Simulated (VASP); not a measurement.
# MgSe (Fm-3m) in VASP: single point with PBE

Aim: the single point of MgSe with PBE.

All numbers are computed with VASP 6.6.1; they aren't measurements. Logs are shortened: lines on timing, memory, paths and dates and some standing lists are left out, and cuts for length are marked.

## (1) The cell of the first run

It takes space group Fm-3m (No. 225, cubic). Conventional cell: a = 5.451 Å, b = 5.451 Å, c = 5.451 Å, α = 90.00°, β = 90.00°, γ = 90.00°. Within 3.6 Å of Mg (site symmetry m-3m) lie 6 Se at 2.73 Å. Se (site symmetry m-3m) has 6 Mg at 2.73 Å within 3.6 Å.

## (2) Single point, PBE

The input, INCAR:

```
SYSTEM = MgSe
PREC = Accurate
ENCUT = 600
EDIFF = 1E-6
ISMEAR = 0
SIGMA = 0.01
LREAL = .False.
LASPH = .True.
NELM = 120
ALGO = Normal
ISIF = 2
LWAVE = .False.
LCHARG = .False.
GGA = PE
NBANDS = 11
GGA_COMPAT = .False.
```

The input, KPOINTS:

```
Automatic mesh
0
Gamma
  4 4 4
  0 0 0
```

The input, POSCAR:

```
MgSe
1.0
    3.8544390000      0.0000000000      0.0000000000
    1.9272195000      3.3380420913      0.0000000000
    1.9272195000      1.1126806971      3.1471362649
Mg Se
1 1
Direct
    0.0000000000      0.0000000000      0.0000000000
    0.5000000000      0.5000000000      0.5000000000
```

Potentials or basis: VASP PAW PBE potentials, release 64 (Mg, Se).

Run with:

```console
$ cat potpaw_PBE.64/Mg/POTCAR potpaw_PBE.64/Se/POTCAR > POTCAR
$ mpirun -np 1 vasp_std > vasp.out
```

OUTCAR:

```text
SYSTEM = MgSe
   PREC = Accurate
   ENCUT = 600
   EDIFF = 1E-6
   ISMEAR = 0
   LREAL = .False.
   LASPH = .True.
   NELM = 120
   ISIF = 2
   GGA = PE

 ion  position               nearest neighbor table
   1  0.000  0.000  0.000-   2 2.73   2 2.73   2 2.73   2 2.73   2 2.73   2 2.73
   2  0.500  0.500  0.500-   1 2.73   1 2.73   1 2.73   1 2.73   1 2.73   1 2.73

  LATTYP: Found a face centered cubic cell.
 ALAT       =     5.4509999091

  Lattice vectors:

 A1 = (   3.8544390000,   0.0000000000,   0.0000000000)
 A2 = (   1.9272195000,   3.3380420913,   0.0000000000)
 A3 = (   1.9272195000,   1.1126806971,   3.1471362649)

Analysis of symmetry for initial positions (statically):
=====================================================================
 Subroutine PRICEL returns:
 Original cell was already a primitive cell.

 Routine SETGRP: Setting up the symmetry group for a
 face centered cubic supercell.

 Subroutine GETGRP returns: Found 48 space group operations
 (whereof 48 operations were pure point group operations)
 out of a pool of 48 trial point group operations.

The static configuration has the point symmetry O_h .

Analysis of symmetry for dynamics (positions and initial velocities):
=====================================================================
 Subroutine PRICEL returns:
 Original cell was already a primitive cell.

 Routine SETGRP: Setting up the symmetry group for a
 face centered cubic supercell.

 Subroutine GETGRP returns: Found 48 space group operations
 (whereof 48 operations were pure point group operations)
 out of a pool of 48 trial point group operations.

The dynamic configuration has the point symmetry O_h .

 Subroutine INISYM returns: Found 48 space group operations
 (whereof 48 operations are pure point group operations),
 and found     1 'primitive' translations

----------------------------------------------------------------------------------------

                                     Primitive cell

  volume of cell :      40.4919

  direct lattice vectors                    reciprocal lattice vectors
     3.854439000  0.000000000  0.000000000     0.259441127 -0.149788405 -0.105916397
     1.927219500  3.338042091  0.000000000     0.000000000  0.299576810 -0.105916397
     1.927219500  1.112680697  3.147136265     0.000000000  0.000000000  0.317749190

  length of vectors
     3.854439000  3.854439000  3.854439000     0.317749190  0.317749190  0.317749190

  position of ions in fractional coordinates (direct lattice)
     0.000000000  0.000000000  0.000000000
     0.500000000  0.500000000  0.500000000
[... 70 lines left out ...]
   PSTRESS=    0.0 pullay stress
   NELECT =       8.0000    total number of electrons
   NUPDOWN=      -1.0000    fix difference up-down
   EMIN   =  10.00;   EMAX   =-10.00  energy-range for DOS
   EFERMI =   0.00;   METHOD = LEGACY
   ISMEAR =     0;   SIGMA  =   0.01  broadening in eV -4-tet -1-fermi 0-gaus
   EFERMI_NEDOS =   21; number of points for ismear=-14 and -15
   IALGO  =     38    algorithm
   IMIX   =      4    mixing-type and parameters
     AMIX     =   0.40;   BMIX     =  1.00
     AMIX_MAG =   1.60;   BMIX_MAG =  1.00
  volume/ion in A,a.u.               =      20.25       136.63
  Fermi-wavevector in a.u.,A,eV,Ry     =   0.953488  1.801831 12.369597  0.909140
  Thomas-Fermi vector in A             =   2.082148
   LORBIT       =      0    0 simple, 1 ext, 2 COOP (PROOUT), +10 PAW based schemes
   GGA     = PE    functional components
   LHFCALC =     F    Hartree Fock is set to
   AEXX    =    0.0000 exact exchange contribution
   IVDW    =     0    specifies the selected vdW correction
   LEPSILON=     F    determine dielectric tensor
   LRPA    =     F    only Hartree local field effects (RPA)
 non-spin polarized calculation
 Gauss-broadening in eV      SIGMA  =   0.01
  energy-cutoff  :      600.00
  volume of cell :       40.49
 maximum number of plane-waves:      1363
 NGX is ok and might be reduce to    32
   NGX = 15   NGY = 15   NGZ = 15

 number of electron       8.0000000 magnetization

 Free energy of the ion-electron system (eV)
  ---------------------------------------------------
  ext. energy  EPLUGINS =         0.00000000
  ---------------------------------------------------
  free energy    TOTEN  =        -7.41289285 eV

  energy without entropy =       -7.41289285  energy(sigma->0) =       -7.41289285

 E-fermi :   3.3084     XC(G=0):  -9.4787

 val. band max:        3.2628196710   @ k =   0.0000   0.0000   0.0000
 cond. band min:       5.0321059675   @ k =   0.5000   0.5000  -0.0000
 fundamental gap:      1.7692862965
 Fermi energy:         3.3083990528

 k-point     1 :       0.0000    0.0000    0.0000
  band No.  band energies     occupation
      1      -9.6787      2.00000
      2       3.2628      2.00000
      3       3.2628      2.00000
      4       3.2628      2.00000
      5       5.8456      0.00000
      6      10.6508      0.00000
      7      10.6508      0.00000
      8      10.6508      0.00000
      9      13.2091      0.00000
     10      13.2091      0.00000
     11      14.2219      0.00000
[... 85 lines left out ...]
 k-point     8 :      -0.2500    0.5000    0.2500
  band No.  band energies     occupation
      1      -8.1914      2.00000
      2      -0.0693      2.00000
      3      -0.0693      2.00000
      4       0.6947      2.00000
      5       7.7810      0.00000
      6      10.2155      0.00000
      7      10.8191      0.00000
      8      10.8191      0.00000
      9      16.3641      0.00000
     10      16.3641      0.00000
     11      18.0252      0.00000

------------------------ aborting loop because EDIFF is reached ----------------------------------------

  FORCE on cell =-STRESS in cart. coord.  units (eV):
  Direction    XX          YY          ZZ          XY          YZ          ZX
  --------------------------------------------------------------------------------------
  -------------------------------------------------------------------------------------
  Total        0.5904388      0.5904388      0.5904388     -0.0000000     -0.0000000      0.0000000
  in kB       23.3623709     23.3623709     23.3623709     -0.0000000     -0.0000000      0.0000000
  external PRESSURE =      23.3623709 kB  Pullay stress =       0.0000000 kB

 VOLUME and BASIS-vectors are now :
 -----------------------------------------------------------------------------
  energy-cutoff  :      600.00
  volume of cell :       40.49
      direct lattice vectors                 reciprocal lattice vectors
     3.854439000  0.000000000  0.000000000     0.259441127 -0.149788405 -0.105916397
     1.927219500  3.338042091  0.000000000     0.000000000  0.299576810 -0.105916397
     1.927219500  1.112680697  3.147136265     0.000000000  0.000000000  0.317749190

 POSITION                                       TOTAL-FORCE (eV/Angst)
 -----------------------------------------------------------------------------------
      0.00000      0.00000      0.00000        -0.000000     -0.000000      0.000000
      3.85444      2.22536      1.57357         0.000000      0.000000      0.000000
 -----------------------------------------------------------------------------------
    total drift:                               -0.000000      0.000000     -0.000000

  FREE ENERGIE OF THE ION-ELECTRON SYSTEM (eV)
  ---------------------------------------------------
  free  energy   TOTEN  =        -7.4128928538 eV

  energy  without entropy=       -7.4128928538  energy(sigma->0) =       -7.41289285
```

OSZICAR:

```text
N       E                     dE             d eps       ncg     rms          rms(c)
DAV:   1     0.246598690835E+02    0.24660E+02   -0.35559E+03   184   0.645E+02
DAV:   2    -0.623302613150E+01   -0.30893E+02   -0.29685E+02   250   0.995E+01
DAV:   3    -0.772593322453E+01   -0.14929E+01   -0.14908E+01   231   0.233E+01
DAV:   4    -0.773402519619E+01   -0.80920E-02   -0.80912E-02   197   0.190E+00
DAV:   5    -0.773407464284E+01   -0.49447E-04   -0.49446E-04   211   0.154E-01    0.300E+00
DAV:   6    -0.745941610558E+01    0.27466E+00   -0.46714E-01   191   0.259E+00    0.191E+00
DAV:   7    -0.741298970866E+01    0.46426E-01   -0.22527E-01   197   0.193E+00    0.954E-01
DAV:   8    -0.741295935157E+01    0.30357E-04   -0.10028E-02   197   0.547E-01    0.249E-01
DAV:   9    -0.741287906479E+01    0.80287E-04   -0.27010E-04   203   0.897E-02    0.117E-01
DAV:  10    -0.741289554703E+01   -0.16482E-04   -0.12150E-04   185   0.494E-02    0.231E-02
DAV:  11    -0.741289260407E+01    0.29430E-05   -0.17023E-05   200   0.168E-02    0.714E-03
DAV:  12    -0.741289285379E+01   -0.24971E-06   -0.11060E-06   125   0.548E-03
   1 F= -.74128929E+01 E0= -.74128929E+01  d E =-.251168E-12
```

Wall time 12 s (1 thread of Intel Xeon 8259CL, shared host); peak memory 0.17 GiB.

Results:

```yaml
Free_energy: -7.4129 eV
Pressure: 2.3 GPa
Band_gap_on_the_k_mesh: 1.77 eV, indirect (least direct gap 2.58 eV)
```

Caveat: the k points lie up to 0.50 Å⁻¹ apart. A hybrid or GW would open this gap; PBE tends to underestimate it.
